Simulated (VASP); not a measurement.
# ZrB2 (P6/mmm) in VASP: notebook

The runs below take ZrB2 through single point, with r2SCAN+rVV10.

Everything below comes from runs of VASP 6.6.1. Logs are shortened: lines on timing, memory, paths and dates and some standing lists are left out, and cuts for length are marked.

## (1) The cell of the first run

The structure is hexagonal, space group P6/mmm (No. 191). Conventional cell: a = 3.212 Å, b = 3.212 Å, c = 3.579 Å, α = 90.00°, β = 90.00°, γ = 120.00°. Within 3.4 Å of Zr (site symmetry 6/mmm) lie 12 B at 2.58 Å and 6 Zr at 3.21 Å. Within 2.6 Å of B (site symmetry -6m2) lie 3 B at 1.85 Å and 6 Zr at 2.58 Å.

## (2) Single point, r2SCAN+rVV10

Input file POSCAR:

```
ZrB2
1.0
    3.2117153101      0.0000000000      0.0000000000
   -1.6058576551      2.7814270483      0.0000000000
    0.0000000000      0.0000000000      3.5794921737
Zr B
1 2
Direct
    0.0000000000      0.0000000000      0.0000000000
    0.6666666667      0.3333333333      0.5000000000
    0.3333333333      0.6666666667      0.5000000000
```

Input file INCAR.step1:

```
  PREC = Accurate
  ENCUT = 520
  ISMEAR = -1
  SIGMA = 0.05
  LREAL = F
  LASPH = T
  NELM = 80
  NBANDS = 16
  GGA = PE
  ALGO = Normal
  EDIFF = 1E-4
  LWAVE = T
  LCHARG = F
```

Input file INCAR.step2:

```
  PREC = Accurate
  ENCUT = 520
  EDIFF = 1E-6
  ISMEAR = -1
  SIGMA = 0.05
  LREAL = F
  LASPH = T
  NELM = 80
  ALGO = Normal
  ISIF = 2
  LWAVE = F
  LCHARG = T
  METAGGA = R2SCAN
  LMIXTAU = T
  LUSE_VDW = T
  IVDW_NL = 2
  BPARAM = 11.95
  CPARAM = 0.0093
  LELF = T
  LVHAR = T
  NBANDS = 16
  ISTART = 1
```

Input file KPOINTS:

```
regular mesh
0
Gamma
  10 10 8
```

Potentials or basis: VASP PAW PBE potentials, release 64 (Zr_sv, B).

On the command line:

```sh
$ cat potpaw_PBE.64/Zr_sv/POTCAR potpaw_PBE.64/B/POTCAR > POTCAR
$ cp INCAR.step1 INCAR
$ mpirun -np 1 vasp_std > vasp.out
$ cp INCAR.step2 INCAR
$ mpirun -np 1 vasp_std > vasp.out
```

OUTCAR:

```text
PREC = Accurate
   ENCUT = 520
   EDIFF = 1E-6
   ISMEAR = -1
   LREAL = F
   LASPH = T
   NELM = 80
   ISIF = 2
   METAGGA = R2SCAN
   IVDW_NL = 2
   BPARAM = 11.95
   ISTART = 1

 ion  position               nearest neighbor table
   1  0.000  0.000  0.000-   2 2.58   3 2.58   2 2.58   3 2.58   2 2.58   2 2.58   3 2.58   3 2.58
                             2 2.58   2 2.58   3 2.58   3 2.58
   2  0.667  0.333  0.500-   3 1.85   3 1.85   3 1.85   1 2.58   1 2.58   1 2.58   1 2.58   1 2.58
                             1 2.58
   3  0.333  0.667  0.500-   2 1.85   2 1.85   2 1.85   1 2.58   1 2.58   1 2.58   1 2.58   1 2.58
                             1 2.58

  LATTYP: Found a hexagonal cell.
 ALAT       =     3.2117153101
 C/A-ratio  =     1.1145110410

  Lattice vectors:

 A1 = (   3.2117153101,   0.0000000000,   0.0000000000)
 A2 = (  -1.6058576551,   2.7814270483,   0.0000000000)
 A3 = (   0.0000000000,   0.0000000000,   3.5794921737)

Analysis of symmetry for initial positions (statically):
=====================================================================
 Subroutine PRICEL returns:
 Original cell was already a primitive cell.

 Routine SETGRP: Setting up the symmetry group for a
 hexagonal supercell.

 Subroutine GETGRP returns: Found 24 space group operations
 (whereof 24 operations were pure point group operations)
 out of a pool of 24 trial point group operations.

The static configuration has the point symmetry D_6h.

Analysis of symmetry for dynamics (positions and initial velocities):
=====================================================================
 Subroutine PRICEL returns:
 Original cell was already a primitive cell.

 Routine SETGRP: Setting up the symmetry group for a
 hexagonal supercell.

 Subroutine GETGRP returns: Found 24 space group operations
 (whereof 24 operations were pure point group operations)
 out of a pool of 24 trial point group operations.

The dynamic configuration has the point symmetry D_6h.

 Subroutine INISYM returns: Found 24 space group operations
 (whereof 24 operations are pure point group operations),
 and found     1 'primitive' translations

----------------------------------------------------------------------------------------

                                     Primitive cell

  volume of cell :      31.9761

  direct lattice vectors                    reciprocal lattice vectors
     3.211715310  0.000000000  0.000000000     0.311360100  0.179763838  0.000000000
    -1.605857655  2.781427048  0.000000000     0.000000000  0.359527675  0.000000000
     0.000000000  0.000000000  3.579492174     0.000000000  0.000000000  0.279369238
[... 91 lines left out ...]
   NFREE  =      0    steps in history (QN), initial steepest desc. (CG)
   ISIF   =      2    stress and relaxation
   ISYM   =      2    0-nonsym 1-usesym 2-fastsym
   POTIM  = 0.5000    time-step for ionic-motion
   TEBEG  =    0.0;   TEEND  =   0.0 temperature during run
   PSTRESS=    0.0 pullay stress
   NELECT =      18.0000    total number of electrons
   NUPDOWN=      -1.0000    fix difference up-down
   EMIN   =  10.00;   EMAX   =-10.00  energy-range for DOS
   EFERMI =   0.00;   METHOD = LEGACY
   ISMEAR =    -1;   SIGMA  =   0.05  broadening in eV -4-tet -1-fermi 0-gaus
   EFERMI_NEDOS =   21; number of points for ismear=-14 and -15
   IALGO  =     38    algorithm
   IMIX   =      4    mixing-type and parameters
     AMIX     =   0.40;   BMIX     =  1.00
     AMIX_MAG =   1.60;   BMIX_MAG =  1.00
  volume/ion in A,a.u.               =      10.66        71.93
  Fermi-wavevector in a.u.,A,eV,Ry     =   1.351731  2.554401 24.860250  1.827177
  Thomas-Fermi vector in A             =   2.479129
   LORBIT       =      0    0 simple, 1 ext, 2 COOP (PROOUT), +10 PAW based schemes
   METAGGA = R2SCAN    functional components
   LHFCALC =     F    Hartree Fock is set to
   AEXX    =    0.0000 exact exchange contribution
   IVDW_NL    =     2    kernel type
   BPARAM     =11.9500
   IVDW    =     0    specifies the selected vdW correction
   LEPSILON=     F    determine dielectric tensor
   LRPA    =     F    only Hartree local field effects (RPA)
 non-spin polarized calculation
  energy-cutoff  :      520.00
  volume of cell :       31.98
 maximum number of plane-waves:       884
 NGX is ok and might be reduce to    24
   NGX = 11   NGY = 11   NGZ = 13

 number of electron      18.0000000 magnetization

 Free energy of the ion-electron system (eV)
  ---------------------------------------------------
  ext. energy  EPLUGINS =         0.00000000
  ---------------------------------------------------
  free energy    TOTEN  =       -40.40154648 eV

  energy without entropy =      -40.39863902  energy(sigma->0) =      -40.40009275

 E-fermi :  10.1411     XC(G=0): -13.1856

 val. band max:       10.1089098892   @ k =   0.2000   0.2000   0.1250
 cond. band min:      10.2986984515   @ k =   0.1000  -0.0000   0.5000
 fundamental gap:      0.1897885623
 Fermi energy:        10.1410717128

 k-point     1 :       0.0000    0.0000    0.0000
  band No.  band energies     occupation
      1     -40.3084      2.00000
      2     -17.7797      2.00000
      3     -17.2672      2.00000
      4     -17.2672      2.00000
      5      -3.2354      2.00000
      6       7.5053      2.00000
[... 433 lines left out ...]
      3     -17.6581      2.00000
      4     -17.5067      2.00000
      5       0.3519      2.00000
      6       1.7215      2.00000
[... 8 lines left out ...]
     15      18.4416      0.00000
     16      20.3627      0.00000

 [... further k-points ...]

------------------------ aborting loop because EDIFF is reached ----------------------------------------

  FORCE on cell =-STRESS in cart. coord.  units (eV):
  Direction    XX          YY          ZZ          XY          YZ          ZX
  --------------------------------------------------------------------------------------
  -------------------------------------------------------------------------------------
  Total       -1.9693657     -1.9693657     -1.3700187      0.0000000     -0.0000000      0.0000000
  in kB      -98.6758352    -98.6758352    -68.6453203      0.0000000     -0.0000000      0.0000000
  external PRESSURE =     -88.6656636 kB  Pullay stress =       0.0000000 kB

 VOLUME and BASIS-vectors are now :
 -----------------------------------------------------------------------------
  energy-cutoff  :      520.00
  volume of cell :       31.98
      direct lattice vectors                 reciprocal lattice vectors
     3.211715310  0.000000000  0.000000000     0.311360100  0.179763838  0.000000000
    -1.605857655  2.781427048  0.000000000     0.000000000  0.359527675  0.000000000
     0.000000000  0.000000000  3.579492174     0.000000000  0.000000000  0.279369238

 POSITION                                       TOTAL-FORCE (eV/Angst)
 -----------------------------------------------------------------------------------
      0.00000      0.00000      0.00000         0.000000      0.000000      0.000000
      1.60586      0.92714      1.78975        -0.000000      0.000000     -0.000000
     -0.00000      1.85428      1.78975         0.000000     -0.000000      0.000000
 -----------------------------------------------------------------------------------
    total drift:                               -0.000000      0.000000     -0.000000

  FREE ENERGIE OF THE ION-ELECTRON SYSTEM (eV)
  ---------------------------------------------------
  free  energy   TOTEN  =       -40.4015464760 eV

  energy  without entropy=      -40.3986390213  energy(sigma->0) =      -40.40009275
```

Run time: 70 s. Hardware: 1 thread of Intel Xeon 6975P-C (Granite Rapids), shared host; peak memory 0.25 GiB.

What came out:

```yaml
Free_energy: -40.4015 eV
Pressure: -8.9 GPa
Band_gap_on_the_k_mesh: zero (bands 9 and 10 overlap by 0.83 eV)
```

Levels at points of the mesh, in eV from the Fermi level:
| k point | band 6 | band 7 | band 8 | band 9 | band 10 | band 11 | band 12 | band 13 |
| --- | --- | --- | --- | --- | --- | --- | --- | --- |
| (0.00, 0.00, 0.00) | -2.64 | -2.64 | -2.55 | -2.53 | 3.51 | 3.51 | 4.31 | 4.31 |
| (0.50, 0.00, 0.00) | -9.14 | -3.93 | -3.18 | -2.62 | 2.28 | 2.41 | 4.96 | 5.04 |
| (0.00, 0.00, 0.50) | -7.25 | -0.96 | -0.96 | 0.42 | 0.42 | 0.88 | 0.88 | 1.96 |
| (0.50, 0.00, 0.50) | -7.43 | -4.68 | -4.20 | -2.29 | 3.84 | 4.07 | 5.32 | 6.23 |

Caveat: the cell stands under tension; the PAW data sets were made with another functional, which shifts forces and pressure a little.

## (3) Single point, r2SCAN+rVV10

This run uses another cell than the first one, of 10.86 Å³/atom.

Input file POSCAR:

```
ZrB2
1.0
    3.2321726471      0.0000000000      0.0000000000
   -1.6160863235      2.7991436218      0.0000000000
    0.0000000000      0.0000000000      3.6022921016
Zr B
1 2
Direct
    0.0000000000      0.0000000000      0.0000000000
    0.6666666667      0.3333333333      0.5000000000
    0.3333333333      0.6666666667      0.5000000000
```

Input file INCAR.step1:

```
  PREC = Accurate
  ENCUT = 520
  ISMEAR = -1
  SIGMA = 0.05
  LREAL = False
  LASPH = True
  NELM = 100
  NBANDS = 16
  GGA = PE
  ALGO = Normal
  EDIFF = 1E-4
  LWAVE = True
  LCHARG = False
```

Input file INCAR.step2:

```
  PREC = Accurate
  ENCUT = 520
  EDIFF = 1E-6
  ISMEAR = -1
  SIGMA = 0.05
  LREAL = False
  LASPH = True
  NELM = 100
  ALGO = Normal
  ISIF = 2
  LWAVE = False
  LCHARG = False
  METAGGA = R2SCAN
  LMIXTAU = True
  LUSE_VDW = True
  IVDW_NL = 2
  BPARAM = 11.95
  CPARAM = 0.0093
  NBANDS = 16
  ISTART = 1
```

KPOINTS is that of step 2.

Potentials or basis: VASP PAW PBE potentials, release 64 (Zr_sv, B).

On the command line:

```sh
$ cat potpaw_PBE.64/Zr_sv/POTCAR potpaw_PBE.64/B/POTCAR > POTCAR
$ cp INCAR.step1 INCAR
$ mpirun -np 1 vasp_std > vasp.out
$ cp INCAR.step2 INCAR
$ mpirun -np 1 vasp_std > vasp.out
```

Run time: 54 s. Hardware: 1 thread of Intel Xeon 6975P-C (Granite Rapids), shared host; peak memory 0.25 GiB.

Results (log left out):

```
Free energy            : -40.3602 eV
Pressure               : -12.7 GPa
Band gap on the k mesh : zero (bands 9 and 10 overlap by 0.81 eV)
```

Stress tensor (GPa, compression positive):
```
-13.86   0.00   0.00
  0.00 -13.86   0.00
  0.00   0.00 -10.49
```

Levels at points of the mesh, in eV from the Fermi level:
```tsv
k point	band 6	band 7	band 8	band 9	band 10	band 11	band 12	band 13
(0.00, 0.00, 0.00)	-2.60	-2.60	-2.56	-2.49	3.42	3.42	4.21	4.21
(0.50, 0.00, 0.00)	-9.12	-3.86	-3.15	-2.57	2.25	2.35	4.84	4.91
(0.00, 0.00, 0.50)	-7.20	-0.96	-0.96	0.41	0.41	0.86	0.86	1.91
(0.50, 0.00, 0.50)	-7.40	-4.62	-4.14	-2.33	3.74	3.97	5.18	6.05
```

Caveat: the cell stands under tension; the PAW data sets were made with another functional, which shifts forces and pressure a little.
